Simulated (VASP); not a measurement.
# CrCN (P-6m2) in VASP: further runs

CrCN is run at these levels: PBE; tasks: single point, relaxation of cell and atoms.

Program: VASP 6.6.1. These are calculated values, not measurements. Logs are shortened: lines on timing, memory, paths and dates and some standing lists are left out, and cuts for length are marked.

### 1 The cell of the first run

The structure is hexagonal, space group P-6m2 (No. 187). Conventional cell: a = 3.174 Å, b = 3.174 Å, c = 2.879 Å, α = 90.00°, β = 90.00°, γ = 120.00°. Within 2.4 Å of Cr (site symmetry -6m2) lie 3 N at 1.83 Å and 6 C at 2.33 Å. C (site symmetry -6m2) has 6 N at 2.33 Å and 6 Cr at 2.33 Å and 2 C at 2.88 Å within 3.1 Å. Within 2.4 Å of N (site symmetry -6m2) lie 3 Cr at 1.83 Å and 6 C at 2.33 Å.

### 2 Single point, PBE

INCAR reads:

```
SYSTEM = CrCN
ALGO = Normal
EDIFF = 1E-6
ENCUT = 520
GGA = PE
ISIF = 2
ISMEAR = 0
LASPH = .TRUE.
LCHARG = .FALSE.
LREAL = .FALSE.
LWAVE = .FALSE.
NBANDS = 18
NELM = 60
PREC = Accurate
SIGMA = 0.1
```

KPOINTS reads:

```
k-points
0
G
  18 18 16
  0 0 0
```

POSCAR reads:

```
CrCN
1.0
    3.1744943779      0.0000000000      0.0000000000
   -1.5872471890      2.7491927755      0.0000000000
    0.0000000000      0.0000000000      2.8790127880
Cr C N
1 1 1
Direct
    0.3333333333      0.6666666667      0.5000000000
    0.0000000000      0.0000000000      0.0000000000
    0.6666666667      0.3333333333      0.5000000000
```

Potentials or basis: VASP PAW PBE potentials, release 64 (Cr_pv, C, N).

On the command line:

```console
> cat potpaw_PBE.64/Cr_pv/POTCAR potpaw_PBE.64/C/POTCAR potpaw_PBE.64/N/POTCAR > POTCAR
> mpirun -np 1 vasp_std > vasp.out
```

OUTCAR:

```text
SYSTEM = CrCN
   EDIFF = 1E-6
   ENCUT = 520
   GGA = PE
   ISIF = 2
   ISMEAR = 0
   LASPH = .TRUE.
   LREAL = .FALSE.
   NELM = 60
   PREC = Accurate

 ion  position               nearest neighbor table
   1  0.333  0.667  0.500-   3 1.83   3 1.83   3 1.83   2 2.33   2 2.33   2 2.33   2 2.33   2 2.33
                             2 2.33
   2  0.000  0.000  0.000-   1 2.33   1 2.33   1 2.33   1 2.33   1 2.33   1 2.33
   3  0.667  0.333  0.500-   1 1.83   1 1.83   1 1.83

  LATTYP: Found a hexagonal cell.
 ALAT       =     3.1744943779
 C/A-ratio  =     0.9069201092

  Lattice vectors:

 A1 = (   3.1744943779,   0.0000000000,   0.0000000000)
 A2 = (  -1.5872471890,   2.7491927755,   0.0000000000)
 A3 = (   0.0000000000,   0.0000000000,   2.8790127880)

Analysis of symmetry for initial positions (statically):
=====================================================================
 Subroutine PRICEL returns:
 Original cell was already a primitive cell.

 Routine SETGRP: Setting up the symmetry group for a
 hexagonal supercell.

 Subroutine GETGRP returns: Found 12 space group operations
 (whereof 12 operations were pure point group operations)
 out of a pool of 24 trial point group operations.

The static configuration has the point symmetry D_3h.

Analysis of symmetry for dynamics (positions and initial velocities):
=====================================================================
 Subroutine PRICEL returns:
 Original cell was already a primitive cell.

 Routine SETGRP: Setting up the symmetry group for a
 hexagonal supercell.

 Subroutine GETGRP returns: Found 12 space group operations
 (whereof 12 operations were pure point group operations)
 out of a pool of 24 trial point group operations.

The dynamic configuration has the point symmetry D_3h.

 Subroutine INISYM returns: Found 12 space group operations
 (whereof 12 operations are pure point group operations),
 and found     1 'primitive' translations

----------------------------------------------------------------------------------------

                                     Primitive cell

  volume of cell :      25.1260

  direct lattice vectors                    reciprocal lattice vectors
     3.174494378  0.000000000  0.000000000     0.315010796  0.181871568  0.000000000
    -1.587247189  2.749192776  0.000000000     0.000000000  0.363743135  0.000000000
     0.000000000  0.000000000  2.879012788     0.000000000  0.000000000  0.347341285

  length of vectors
     3.174494378  3.174494378  2.879012788     0.363743135  0.363743135  0.347341285

  position of ions in fractional coordinates (direct lattice)
     0.333333333  0.666666667  0.500000000
     0.000000000  0.000000000  0.000000000
     0.666666667  0.333333333  0.500000000

  ion indices of the primitive-cell ions
   primitive index   ion index
                 1           1
                 2           2
                 3           3

----------------------------------------------------------------------------------------

 KPOINTS: k-points

Automatic generation of k-mesh.
 Grid dimensions read from file:
 generate k-points for:   18   18   16

 Generating k-lattice:

  Cartesian coordinates                     Fractional coordinates (reciprocal lattice)
     0.017500600  0.010103976  0.000000000     0.055555556 -0.000000000  0.000000000
     0.000000000  0.020207952  0.000000000     0.000000000  0.055555556  0.000000000
     0.000000000  0.000000000  0.021708830     0.000000000  0.000000000  0.062500000

  Length of vectors
     0.020207952  0.020207952  0.021708830

  Shift w.r.t. Gamma in fractional coordinates (k-lattice)
     0.000000000  0.000000000  0.000000000

 Subroutine IBZKPT returns following result:
 ===========================================

 Found    333 irreducible k-points:

 Following reciprocal coordinates:
            Coordinates               Weight
  0.000000  0.000000  0.000000      1.000000
  0.055556  0.000000  0.000000      6.000000
  0.111111  0.000000  0.000000      6.000000
  0.166667  0.000000  0.000000      6.000000
  0.222222  0.000000  0.000000      6.000000
  0.277778 -0.000000  0.000000      6.000000
[... 16 lines left out ...]
  0.333333  0.111111  0.000000     12.000000
  0.388889  0.111111  0.000000     12.000000
 [... further k-points ...]
   k-points           NKPTS =    333   k-points in BZ     NKDIM =    333   number of bands    NBANDS=     18
   number of dos      NEDOS =    301   number of ions     NIONS =      3
   total plane-waves  NPLWV =  13824
   dimension x,y,z NGX =    24 NGY =   24 NGZ =   24
   dimension x,y,z NGXF=    48 NGYF=   48 NGZF=   48
   ions per type =               1   1   1
   NGX,Y,Z   is equivalent  to a cutoff of  12.57, 12.57, 13.86 a.u.
   NGXF,Y,Z  is equivalent  to a cutoff of  25.14, 25.14, 27.72 a.u.
 SYSTEM =  CrCN
   PREC   = accura    normal or accurate (medium, high low for compatibility)
   ISTART =      0    job   : 0-new  1-cont  2-samecut
   ICHARG =      2    charge: 1-file 2-atom 10-const
   ISPIN  =      1    spin polarized calculation?
   LNONCOLLINEAR =      F non collinear calculations
   LSORBIT =      F    spin-orbit coupling
   LASPH  =      T    aspherical Exc in radial PAW
   ENCUT  =  520.0 eV  38.22 Ry    6.18 a.u.   5.90  5.90  5.35*2*pi/ulx,y,z
   NELM   =     60;   NELMIN=  2; NELMDL= -5     # of ELM steps
   EDIFF  = 0.1E-05   stopping-criterion for ELM
   LREAL  =      F    real-space projection
   EDIFFG = 0.1E-04   stopping-criterion for IOM
   NSW    =      0    number of steps for IOM
   IBRION =     -1    ionic relax: 0-MD 1-quasi-New 2-CG
   NFREE  =      0    steps in history (QN), initial steepest desc. (CG)
   ISIF   =      2    stress and relaxation
   ISYM   =      2    0-nonsym 1-usesym 2-fastsym
   POTIM  = 0.5000    time-step for ionic-motion
   TEBEG  =    0.0;   TEEND  =   0.0 temperature during run
   PSTRESS=    0.0 pullay stress
   NELECT =      21.0000    total number of electrons
   NUPDOWN=      -1.0000    fix difference up-down
   EMIN   =  10.00;   EMAX   =-10.00  energy-range for DOS
   EFERMI =   0.00;   METHOD = LEGACY
   ISMEAR =     0;   SIGMA  =   0.10  broadening in eV -4-tet -1-fermi 0-gaus
   EFERMI_NEDOS =   21; number of points for ismear=-14 and -15
   IALGO  =     38    algorithm
   IMIX   =      4    mixing-type and parameters
     AMIX     =   0.40;   BMIX     =  1.00
     AMIX_MAG =   1.60;   BMIX_MAG =  1.00
  volume/ion in A,a.u.               =       8.38        56.52
  Fermi-wavevector in a.u.,A,eV,Ry     =   1.542080  2.914108 32.354786  2.378010
  Thomas-Fermi vector in A             =   2.647935
   LORBIT       =      0    0 simple, 1 ext, 2 COOP (PROOUT), +10 PAW based schemes
   GGA     = PE    functional components
   LHFCALC =     F    Hartree Fock is set to
   AEXX    =    0.0000 exact exchange contribution
   IVDW    =     0    specifies the selected vdW correction
   LEPSILON=     F    determine dielectric tensor
   LRPA    =     F    only Hartree local field effects (RPA)
 non-spin polarized calculation
 Gauss-broadening in eV      SIGMA  =   0.10
  energy-cutoff  :      520.00
  volume of cell :       25.13
 maximum number of plane-waves:       696
 NGX is ok and might be reduce to    24
   NGX = 11   NGY = 11   NGZ = 11

 number of electron      21.0000002 magnetization

 Free energy of the ion-electron system (eV)
  ---------------------------------------------------
  ext. energy  EPLUGINS =         0.00000000
  ---------------------------------------------------
  free energy    TOTEN  =       -23.26999803 eV

  energy without entropy =      -23.26153595  energy(sigma->0) =      -23.26576699

 E-fermi :   9.1578     XC(G=0): -13.1487

 val. band max:        9.1517722831   @ k =   0.2778   0.1667   0.4375
 cond. band min:       9.1589103737   @ k =   0.2778   0.1111   0.3125
 fundamental gap:      0.0071380906
 Fermi energy:         9.1578376886

 k-point     1 :       0.0000    0.0000    0.0000
  band No.  band energies     occupation
      1     -34.8658      2.00000
      2     -34.8658      2.00000
      3     -34.5397      2.00000
      4      -8.5446      2.00000
      5       0.6077      2.00000
      6       2.2734      2.00000
[... 10 lines left out ...]
     17      15.4563      0.00000
     18      20.4878      0.00000

 k-point     2 :       0.0556    0.0000    0.0000
  band No.  band energies     occupation
      1     -34.8697      2.00000
      2     -34.8667      2.00000
      3     -34.5394      2.00000
      4      -8.4980      2.00000
      5       0.4186      2.00000
      6       2.3125      2.00000
[... 10 lines left out ...]
     17      15.4565      0.00000
     18      20.4873      0.00000

 k-point     3 :       0.1111    0.0000    0.0000
  band No.  band energies     occupation
      1     -34.8808      2.00000
      2     -34.8695      2.00000
      3     -34.5383      2.00000
      4      -8.3611      2.00000
      5      -0.0020      2.00000
      6       2.4279      2.00000
[... 10 lines left out ...]
     17      15.4568      0.00000
     18      20.4811      0.00000

 k-point     4 :       0.1667    0.0000    0.0000
  band No.  band energies     occupation
      1     -34.8978      2.00000
      2     -34.8736      2.00000
      3     -34.5368      2.00000
      4      -8.1420      2.00000
      5      -0.4927      2.00000
      6       2.6138      2.00000
[... 10 lines left out ...]
     17      15.4573      0.00000
     18      20.4369      0.00000

 k-point     5 :       0.2222    0.0000    0.0000
  band No.  band energies     occupation
      1     -34.9185      2.00000
      2     -34.8787      2.00000
      3     -34.5349      2.00000
      4      -7.8553      2.00000
      5      -0.9861      2.00000
      6       2.8599      2.00000
[... 10 lines left out ...]
     17      15.4578      0.00000
     18      20.3031      0.00000

 k-point     6 :       0.2778   -0.0000    0.0000
  band No.  band energies     occupation
      1     -34.9405      2.00000
      2     -34.8842      2.00000
      3     -34.5329      2.00000
      4      -7.5231      2.00000
      5      -1.4510      2.00000
      6       3.1497      2.00000
[... 10 lines left out ...]
     17      15.4583      0.00000
     18      20.0881      0.00000

 k-point     7 :       0.3333    0.0000    0.0000
  band No.  band energies     occupation
      1     -34.9611      2.00000
      2     -34.8893      2.00000
      3     -34.5310      2.00000
      4      -7.1774      2.00000
      5      -1.8653      2.00000
      6       3.4582      2.00000
[... 10 lines left out ...]
     17      15.4587      0.00000
     18      19.8604      0.00000

 k-point     8 :       0.3889    0.0000    0.0000
  band No.  band energies     occupation
      1     -34.9778      2.00000
      2     -34.8934      2.00000
      3     -34.5295      2.00000
      4      -6.8625      2.00000
      5      -2.2046      2.00000
      6       3.7472      2.00000
[... 10 lines left out ...]
     17      15.4589      0.00000
     18      19.6760      0.00000
[... 229 lines left out ...]
     17      15.4576      0.00000
     18      20.5431      0.00000

 k-point    20 :       0.1667    0.1111    0.0000
  band No.  band energies     occupation
      1     -34.9240      2.00000
      2     -34.8833      2.00000
      3     -34.5342      2.00000
      4      -7.7393      2.00000
      5      -1.1290      2.00000
      6       2.8659      2.00000
[... 10 lines left out ...]
     17      15.4580      0.00000
     18      20.5816      0.00000

 k-point    21 :       0.2222    0.1111    0.0000
  band No.  band energies     occupation
      1     -34.9431      2.00000
      2     -34.8900      2.00000
      3     -34.5323      2.00000
      4      -7.4205      2.00000
      5      -1.5265      2.00000
      6       3.0563      2.00000
[... 10 lines left out ...]
     17      15.4585      0.00000
     18      20.4770      0.00000

 k-point    22 :       0.2778    0.1111    0.0000
  band No.  band energies     occupation
      1     -34.9610      2.00000
      2     -34.8963      2.00000
      3     -34.5305      2.00000
      4      -7.0914      2.00000
      5      -1.8792      2.00000
      6       3.2146      2.00000
[... 10 lines left out ...]
     17      15.4588      0.00000
     18      20.2691      0.00000

 k-point    23 :       0.3333    0.1111    0.0000
  band No.  band energies     occupation
      1     -34.9754      2.00000
      2     -34.9014      2.00000
      3     -34.5291      2.00000
      4      -6.7949      2.00000
      5      -2.1643      2.00000
      6       3.3036      2.00000
[... 10 lines left out ...]
     17      15.4591      0.00000
     18      20.0733      0.00000

 k-point    24 :       0.3889    0.1111    0.0000
  band No.  band energies     occupation
      1     -34.9848      2.00000
      2     -34.9048      2.00000
      3     -34.5281      2.00000
      4      -6.5834      2.00000
      5      -2.3547      2.00000
      6       3.3240      2.00000
[... 10 lines left out ...]
     17      15.4593      0.00000
     18      19.9443      0.00000

 [... further k-points ...]
[... 5 lines left out ...]
  --------------------------------------------------------------------------------------
  -------------------------------------------------------------------------------------
  Total        0.1094833      0.1094833     -0.0147451     -0.0000000      0.0000000      0.0000000
  in kB        6.9812799      6.9812799     -0.9402317     -0.0000000      0.0000000      0.0000000
  external PRESSURE =       4.3407760 kB  Pullay stress =       0.0000000 kB

 VOLUME and BASIS-vectors are now :
 -----------------------------------------------------------------------------
  energy-cutoff  :      520.00
  volume of cell :       25.13
      direct lattice vectors                 reciprocal lattice vectors
     3.174494378  0.000000000  0.000000000     0.315010796  0.181871568  0.000000000
    -1.587247189  2.749192776  0.000000000     0.000000000  0.363743135  0.000000000
     0.000000000  0.000000000  2.879012788     0.000000000  0.000000000  0.347341285

 POSITION                                       TOTAL-FORCE (eV/Angst)
 -----------------------------------------------------------------------------------
     -0.00000      1.83280      1.43951        -0.000000      0.000000      0.000000
      0.00000      0.00000      0.00000        -0.000000      0.000000      0.000000
      1.58725      0.91640      1.43951         0.000000     -0.000000      0.000000
 -----------------------------------------------------------------------------------
    total drift:                               -0.000001      0.000001     -0.000000

  FREE ENERGIE OF THE ION-ELECTRON SYSTEM (eV)
  ---------------------------------------------------
  free  energy   TOTEN  =       -23.2699980302 eV

  energy  without entropy=      -23.2615359547  energy(sigma->0) =      -23.26576699
```

Run time: 58 s. Hardware: 1 thread of Intel Xeon Platinum 8488C (Sapphire Rapids), shared host; peak memory 0.26 GiB.

What came out:

* Free energy: -23.2700 eV
* Pressure: 0.4 GPa

Stress tensor (GPa, compression positive):
```
 0.70  0.00  0.00
 0.00  0.70  0.00
 0.00  0.00 -0.09
```

Caveat: the run has no spin polarisation, though such a crystal can be magnetic.

(Part 1 of 2 ends here.)
